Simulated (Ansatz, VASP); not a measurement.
## Sb2Pt in VASP and in Ansatz

Contents of POSCAR:

```
Sb2Pt
1.0
    6.4400000000      0.0000000000      0.0000000000
    0.0000000000      6.4400000000      0.0000000000
    0.0000000000      0.0000000000      6.4400000000
Sb Pt
8 4
Direct
    0.3744672110      0.3744672110      0.3744672110
    0.1255327890      0.6255327890      0.8744672110
    0.8744672110      0.1255327890      0.6255327890
    0.6255327890      0.8744672110      0.1255327890
    0.6255327890      0.6255327890      0.6255327890
    0.8744672110      0.3744672110      0.1255327890
    0.1255327890      0.8744672110      0.3744672110
    0.3744672110      0.1255327890      0.8744672110
    0.0000000000      0.0000000000      0.0000000000
    0.5000000000      0.0000000000      0.5000000000
    0.5000000000      0.5000000000      0.0000000000
    0.0000000000      0.5000000000      0.5000000000
```

INCAR.step1

```
SYSTEM = Sb2Pt
  PREC = Accurate
  ENCUT = 520
  ISMEAR = -1
  SIGMA = 0.05
  LREAL = .False.
  LASPH = .True.
  NELM = 80
  NBANDS = 52
  GGA = PE
  ALGO = Normal
  EDIFF = 1E-4
  LWAVE = .True.
  LCHARG = .False.
```

Contents of INCAR.step2:

```
SYSTEM = Sb2Pt
  PREC = Accurate
  ENCUT = 520
  EDIFF = 1E-8
  ISMEAR = -1
  SIGMA = 0.05
  LREAL = .False.
  LASPH = .True.
  NELM = 80
  ALGO = Normal
  ISIF = 2
  LWAVE = .False.
  LCHARG = .False.
  METAGGA = R2SCAN
  LMIXTAU = .True.
  LEFG = .True.
  NBANDS = 52
  ISTART = 1
```

KPOINTS

```
regular mesh
0
Gamma
  5 5 5
  0 0 0
```

Input for Ansatz:

```yaml
crystal:
  lattice:
    - [6.44, 0.0, 0.0]
    - [0.0, 6.44, 0.0]
    - [0.0, 0.0, 6.44]
  atoms:
    - { symbol: Sb, position: [0.374467211, 0.374467211, 0.374467211] }
    - { symbol: Sb, position: [0.125532789, 0.625532789, 0.874467211] }
    - { symbol: Sb, position: [0.874467211, 0.125532789, 0.625532789] }
    - { symbol: Sb, position: [0.625532789, 0.874467211, 0.125532789] }
    - { symbol: Sb, position: [0.625532789, 0.625532789, 0.625532789] }
    - { symbol: Sb, position: [0.874467211, 0.374467211, 0.125532789] }
    - { symbol: Sb, position: [0.125532789, 0.874467211, 0.374467211] }
    - { symbol: Sb, position: [0.374467211, 0.125532789, 0.874467211] }
    - { symbol: Pt, position: [0.0, 0.0, 0.0] }
    - { symbol: Pt, position: [0.5, 0.0, 0.5] }
    - { symbol: Pt, position: [0.5, 0.5, 0.0] }
    - { symbol: Pt, position: [0.0, 0.5, 0.5] }
kpoints:
  mp_grid: { grid: [5, 5, 5] }
scf:
  occupations: { method: fermi_dirac, width: 0.05 }
hamiltonian:
  xc: r2scan
  pseudopotentials: { kind: paw }
output:
  forces: true
  stress: true
  populations: true
  efg: { quadrupole_moments_barn: { Sb: -0.543 }, contact_densities: true }
  write_density: true
  write_potential: true
  elf: true
  volumetric_format: npy
```

Alike in both runs: task electric field gradients; functional r2SCAN; k mesh 5 × 5 × 5; occupations fermi-dirac, width 0.05 eV; no spin polarisation.

```csv
,VASP,Ansatz
version,VASP 6.6.1,Ansatz 0.2.0
potentials or method,"VASP PAW PBE potentials, release 64 (Sb, Pt)","plane-wave PAW, scalar-relativistic"
plane-wave cutoff (eV),520,500
valence electrons in the cell,80,192
```

```csv
,VASP,Ansatz,Ansatz less VASP
pressure (GPa),3.6,3.7,+0.13
rms of the force components (eV/Å),0.048,0.063,+0.0152
size of Vzz on the site where it differs most (V/Å²),28.4,73.3,+44.87
```

VASP's potentials were made for PBE, not for r2SCAN. Atom by atom the forces differ by 0.015 eV/Å (rms over components). One of these differences is far larger than is usual between the two programs; its cause wasn't traced. The functional is the same, so the differences come from potentials, cutoffs and numerics. VASP's potentials hold 80 valence electrons a cell and Ansatz's 192, so a difference there can come from the potentials and not from the codes.

Spin-orbit coupling is off throughout.
